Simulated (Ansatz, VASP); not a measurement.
Cu: VASP beside Ansatz

```
CELL_PARAMETERS angstrom
2.51968 0.00000 0.00000
-1.25984 2.18211 0.00000
0.00000 0.00000 27.34388
ATOMIC_POSITIONS crystal
Cu 0.66667 0.33333 0.27428
Cu 0.33333 0.66667 0.34952
Cu 0.00000 0.00000 0.42476
Cu 0.66667 0.33333 0.50000
Cu 0.33333 0.66667 0.57524
Cu 0.00000 0.00000 0.65048
Cu 0.66667 0.33333 0.72572
```

Alike in both runs: task single point; functional PBEsol; k mesh 15 × 15 × 1; occupations gaussian, width 0.1 eV; no spin polarisation.

|  | VASP | Ansatz |
| --- | --- | --- |
| version | VASP 6.6.1 | Ansatz 0.2.0 |
| potentials or method | VASP PAW PBE potentials, release 64 (Cu), cutoff 520 eV | scalar-relativistic, plane waves, PAW |
| valence electrons in the cell | 77 | 133 |

Ansatz gave:

| Item | Value |
| --- | --- |
| gap on the k mesh at the Fermi level (eV) | none |
| rms of the force components (eV/Å) | 0.034 |
| work function, face that differs most (eV) | 4.95 |

Problem. Which values does VASP return?

Solution. gap on the k mesh at the Fermi level (eV): none; rms of the force components (eV/Å): 0.030; work function, face that differs most (eV): 4.93.

VASP's potentials were made for PBE, not for PBEsol. Atom by atom the forces differ by 0.008 eV/Å (rms over components). A gap of «none» marks a metal or a gap that the smearing closes. The functional is the same, so the differences come from potentials, cutoffs and numerics. VASP's potentials hold 77 valence electrons a cell and Ansatz's 133, so a difference there can come from the potentials and not from the codes. Ansatz's warnings: xc potential rough in thin density.
